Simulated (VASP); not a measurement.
# Ge (Cmcm) in VASP: further runs, part 2 of 2

VASP 6.6.1.

## (3) Single point, PBEsol

This run uses another cell than the first one, of the same volume but with other edges.

The input, INCAR:

```
PREC = Accurate
ENCUT = 520
EDIFF = 1E-6
ISMEAR = 0
SIGMA = 0.15
LREAL = False
LASPH = True
NELM = 60
ALGO = Normal
ISIF = 2
LWAVE = False
LCHARG = False
GGA = PS
NBANDS = 21
```

The input, KPOINTS:

```
Automatic mesh
0
Gamma
  20 20 12
```

The input, POSCAR:

```
Ge
1.0
    1.5084397450     -2.6302377206      0.0000000000
    1.5084397450      2.6302377206      0.0000000000
    0.0000000000      0.0000000000      4.6006708077
Ge
2
Direct
    0.6665533700      0.3334466300      0.2500000000
    0.3334466300      0.6665533700      0.7500000000
```

Potentials or basis: VASP PAW PBE potentials, release 64 (Ge_d).

The run is started by

```sh
$ cat potpaw_PBE.64/Ge_d/POTCAR > POTCAR
$ mpirun -np 1 vasp_std > vasp.out
```

OUTCAR:

```text
PREC = Accurate
   ENCUT = 520
   EDIFF = 1E-6
   ISMEAR = 0
   LREAL = False
   LASPH = True
   NELM = 60
   ISIF = 2
   GGA = PS

 ion  position               nearest neighbor table
   1  0.667  0.333  0.250-   2 2.89   2 2.89   2 2.89   2 2.89   2 2.89   2 2.89
   2  0.333  0.667  0.750-   1 2.89   1 2.89   1 2.89   1 2.89   1 2.89   1 2.89

  LATTYP: Found a base centered orthorhombic cell.
 ALAT       =     3.0168794900
 B/A-ratio  =     1.7436809984
 C/A-ratio  =     1.5249766598

  Lattice vectors:

 A1 = (   1.5084397450,  -2.6302377206,   0.0000000000)
 A2 = (   1.5084397450,   2.6302377206,   0.0000000000)
 A3 = (   0.0000000000,   0.0000000000,   4.6006708077)

Analysis of symmetry for initial positions (statically):
=====================================================================
 Subroutine PRICEL returns:
 Original cell was already a primitive cell.

 Routine SETGRP: Setting up the symmetry group for a
 base centered orthorhombic supercell.

 Subroutine GETGRP returns: Found  8 space group operations
 (whereof  4 operations were pure point group operations)
 out of a pool of  8 trial point group operations.

The static configuration has the point symmetry C_2h.
 The point group associated with its full space group is D_2h.

Analysis of symmetry for dynamics (positions and initial velocities):
=====================================================================
 Subroutine PRICEL returns:
 Original cell was already a primitive cell.

 Routine SETGRP: Setting up the symmetry group for a
 base centered orthorhombic supercell.

 Subroutine GETGRP returns: Found  8 space group operations
 (whereof  4 operations were pure point group operations)
 out of a pool of  8 trial point group operations.

The dynamic configuration has the point symmetry C_2h.
 The point group associated with its full space group is D_2h.

 Subroutine INISYM returns: Found  8 space group operations
[... 112 lines left out ...]
   ISMEAR =     0;   SIGMA  =   0.15  broadening in eV -4-tet -1-fermi 0-gaus
   EFERMI_NEDOS =   21; number of points for ismear=-14 and -15
   IALGO  =     38    algorithm
   IMIX   =      4    mixing-type and parameters
     AMIX     =   0.40;   BMIX     =  1.00
     AMIX_MAG =   1.60;   BMIX_MAG =  1.00
  volume/ion in A,a.u.               =      18.25       123.18
  Fermi-wavevector in a.u.,A,eV,Ry     =   1.498544  2.831837 30.553703  2.245634
  Thomas-Fermi vector in A             =   2.610289
   LORBIT       =      0    0 simple, 1 ext, 2 COOP (PROOUT), +10 PAW based schemes
   GGA     = PS    functional components
   LHFCALC =     F    Hartree Fock is set to
   AEXX    =    0.0000 exact exchange contribution
   IVDW    =     0    specifies the selected vdW correction
   LEPSILON=     F    determine dielectric tensor
   LRPA    =     F    only Hartree local field effects (RPA)
 non-spin polarized calculation
 Gauss-broadening in eV      SIGMA  =   0.15
  energy-cutoff  :      520.00
  volume of cell :       36.51
 maximum number of plane-waves:      1007
   NGX = 11   NGY = 11   NGZ = 17

 number of electron      28.0000010 magnetization

 Free energy of the ion-electron system (eV)
  ---------------------------------------------------
  ext. energy  EPLUGINS =         0.00000000
  ---------------------------------------------------
  free energy    TOTEN  =        -9.30176909 eV

  energy without entropy =       -9.29142753  energy(sigma->0) =       -9.29659831

 E-fermi :   6.9912     XC(G=0): -11.6024

 val. band max:        6.9903726448   @ k =   0.2000   0.1000   0.4167
 cond. band min:       6.9933690307   @ k =   0.4500   0.3000   0.3333
 fundamental gap:      0.0029963859
 Fermi energy:         6.9911830497

 k-point     1 :       0.0000    0.0000    0.0000
  band No.  band energies     occupation
      1     -17.6512      2.00000
      2     -17.6430      2.00000
      3     -17.6396      2.00000
      4     -17.6325      2.00000
      5     -17.6296      2.00000
      6     -17.6292      2.00000
[... 565 lines left out ...]
     20      17.8751      0.00000
     21      20.7060      0.00000

 [... further k-points ...]

------------------------ aborting loop because EDIFF is reached ----------------------------------------

  FORCE on cell =-STRESS in cart. coord.  units (eV):
  Direction    XX          YY          ZZ          XY          YZ          ZX
  --------------------------------------------------------------------------------------
  -------------------------------------------------------------------------------------
  Total       -0.1333174     -0.1716590      0.8674137      0.0000000      0.0000000      0.0000000
  in kB       -5.8509097     -7.5336102     38.0682356      0.0000000      0.0000000      0.0000000
  external PRESSURE =       8.2279052 kB  Pullay stress =       0.0000000 kB

 VOLUME and BASIS-vectors are now :
 -----------------------------------------------------------------------------
  energy-cutoff  :      520.00
  volume of cell :       36.51
      direct lattice vectors                 reciprocal lattice vectors
     1.508439745 -2.630237721  0.000000000     0.331468328 -0.190096886  0.000000000
     1.508439745  2.630237721  0.000000000     0.331468328  0.190096886  0.000000000
     0.000000000  0.000000000  4.600670808     0.000000000  0.000000000  0.217359607

 POSITION                                       TOTAL-FORCE (eV/Angst)
 -----------------------------------------------------------------------------------
      1.50844     -0.87615      1.15017         0.000000      0.004387     -0.000000
      1.50844      0.87615      3.45050         0.000000     -0.004387      0.000000
 -----------------------------------------------------------------------------------
    total drift:                                0.000000     -0.000000      0.000000

  FREE ENERGIE OF THE ION-ELECTRON SYSTEM (eV)
  ---------------------------------------------------
  free  energy   TOTEN  =        -9.3017690903 eV

  energy  without entropy=       -9.2914275256  energy(sigma->0) =       -9.29659831
```

OSZICAR:

```text
N       E                     dE             d eps       ncg     rms          rms(c)
DAV:   1     0.173678473984E+03    0.17368E+03   -0.14193E+04 37511   0.383E+03
DAV:   2     0.140106733291E+02   -0.15967E+03   -0.15462E+03 32889   0.583E+02
DAV:   3    -0.872257687270E+01   -0.22733E+02   -0.22506E+02 36807   0.131E+02
DAV:   4    -0.933823635997E+01   -0.61566E+00   -0.61520E+00 36903   0.249E+01
DAV:   5    -0.934718494939E+01   -0.89486E-02   -0.89484E-02 36944   0.329E+00    0.174E+00
DAV:   6    -0.931457863888E+01    0.32606E-01   -0.32465E-02 44966   0.305E+00    0.914E-01
DAV:   7    -0.930232452900E+01    0.12254E-01   -0.16684E-02 44645   0.180E+00    0.105E-01
DAV:   8    -0.930176047280E+01    0.56406E-03   -0.15365E-03 39043   0.703E-01    0.306E-02
DAV:   9    -0.930176703393E+01   -0.65611E-05   -0.35248E-05 36212   0.708E-02    0.102E-02
DAV:  10    -0.930176922503E+01   -0.21911E-05   -0.14752E-06 31516   0.118E-02    0.680E-04
DAV:  11    -0.930176909029E+01    0.13474E-06   -0.25797E-07 20947   0.889E-03
   1 F= -.93017691E+01 E0= -.92965983E+01  d E =-.103416E-01
```

It took 6.5 min on 1 thread of Intel Xeon 8259CL, shared host; peak memory 0.53 GiB.

Results:

| Item | Value |
| --- | --- |
| Free energy | -9.3018 eV |
| Pressure | 0.8 GPa |
| Largest force | 0.004 eV/Å |
| Band gap on the k mesh | zero (bands 14 and 15 overlap by 9.28 eV) |

Forces on the atoms (eV/Å):
```
Ge   0.000  0.004  0.000
Ge   0.000 -0.004  0.000
```

Caveat: the PAW data sets were made with another functional, which shifts forces and pressure a little.

## (4) Single point, PBEsol

This run uses another cell than the first one, of the same volume but with other edges.

The input, INCAR:

```
ALGO = Normal ; EDIFF = 1E-7
ENCUT = 520 ; GGA = PS
ISIF = 2 ; ISMEAR = 0
LASPH = T ; LCHARG = T
LELF = T ; LREAL = F
LVHAR = T ; LWAVE = F
NBANDS = 21 ; NELM = 60
PREC = Accurate ; SIGMA = 0.15
```

The input, KPOINTS:

```
k-points
0
Gamma
  20 20 12
```

The input, POSCAR:

```
Ge
1.0
    1.4640478737     -2.5528324581      0.0000000000
    1.4640478737      2.5528324581      0.0000000000
    0.0000000000      0.0000000000      4.8838974542
Ge
2
Direct
    0.6665533700      0.3334466300      0.2500000000
    0.3334466300      0.6665533700      0.7500000000
```

The run is started by

```sh
$ cat potpaw_PBE.64/Ge_d/POTCAR > POTCAR
$ mpirun -np 1 vasp_std > vasp.out
```

Run time: 7.1 min. Hardware: 1 thread of Intel Xeon 8259CL, shared host; peak memory 0.53 GiB.

The run converged. Its results:

```yaml
Free_energy: -9.3294 eV
Pressure: 0.5 GPa
Band_gap_on_the_k_mesh: zero (bands 14 and 15 overlap by 10.11 eV)
```

Forces on the atoms (eV/Å):
```
Ge   0.000  0.003  0.000
Ge   0.000 -0.003  0.000
```

Stress tensor (GPa, compression positive):
```
0.41 0.00 0.00
0.00 0.35 0.00
0.00 0.00 0.64
```

Levels at points of the mesh, in eV from the Fermi level:
```csv
k point,band 12,band 13,band 14,band 15,band 16,band 17
"(0.00, 0.00, 0.00)",-8.19,-5.82,7.20,7.32,9.06,9.09
"(0.50, 0.00, 0.00)",-7.07,-2.72,-1.83,-0.95,1.29,2.83
"(0.50, 0.50, 0.00)",-7.11,-2.77,-1.86,-1.02,1.25,2.99
"(0.00, 0.00, 0.50)",-11.92,0.95,0.95,8.22,8.22,8.33
"(0.50, 0.00, 0.50)",-6.96,-5.04,-5.04,4.35,4.35,4.61
"(0.50, 0.50, 0.50)",-7.04,-5.07,-5.07,4.51,4.51,4.60
```

Caveat: the PAW data sets were made with another functional, which shifts forces and pressure a little.

## (5) The runs side by side

| cell | gap on the mesh (eV) | pressure (GPa) |
| --- | --- | --- |
| a = 2.898, b = 2.898, c = 5.038 Å, angles 90.0, 90.0, 120.3°, 2 atoms | none | 0.7 |
| a = 3.032, b = 3.032, c = 4.601 Å, angles 90.0, 90.0, 120.3°, 2 atoms | none | 0.8 |
| a = 2.943, b = 2.943, c = 4.884 Å, angles 90.0, 90.0, 120.3°, 2 atoms | none | 0.5 |

Alike in all rows: task single point; level PBEsol; potentials or basis VASP PAW PBE potentials, release 64 (Ge_d); no spin polarisation; k mesh 20 × 20 × 12; cutoff (eV) 520; smearing gaussian 0.15 eV.

Caveats: the PAW data sets were made with another functional, which shifts forces and pressure a little.

Total energies depend on the potentials used, so only differences within one code and one set of settings carry meaning.
